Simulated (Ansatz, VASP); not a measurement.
One calculation of InSe, two programs

```
CELL_PARAMETERS angstrom
4.04733 0.00000 0.00000
-2.02366 3.50509 0.00000
0.00000 0.00000 18.05206
ATOMIC_POSITIONS crystal
In 0.33333 0.66667 0.07739
In 0.33333 0.66667 0.92261
In 0.00000 0.00000 0.42261
In 0.00000 0.00000 0.57739
Se 0.33333 0.66667 0.35298
Se 0.33333 0.66667 0.64702
Se 0.66667 0.33333 0.14700
Se 0.66667 0.33333 0.85300
```

Alike in both runs: functional LDA; k mesh 8 × 8 × 2; occupations fermi-dirac, width 0.05 eV; no spin polarisation.

```csv
,VASP,Ansatz
version,VASP 6.6.1,Ansatz 0.2.0
potentials or method,"VASP PAW LDA potentials, release 64 (In_d, Se), cutoff 520 eV","all-electron LAPW, scalar-relativistic"
task,single point,band structure
```

|  | VASP | Ansatz | Ansatz less VASP |
| --- | --- | --- | --- |
| gap on the k mesh at the Fermi level (eV) | 0.51 | 0.50 | -0.010 |
| least direct gap on the mesh (eV) | 0.51 | 0.50 | -0.010 |
| pressure (GPa) | -2.2 | -2.3 | -0.08 |
| traceless stress, the component that is largest in VASP (GPa) | 0.15 | 0.14 | -0.011 |
| rms of the force components (eV/Å) | 0.053 | 0.062 | +0.0098 |

LDA's correlation is that of Perdew and Zunger in VASP and of Perdew and Wang (1992) in Ansatz. Atom by atom the forces differ by 0.012 eV/Å (rms over components). Ansatz ran all-electron here, and VASP with PAW potentials.
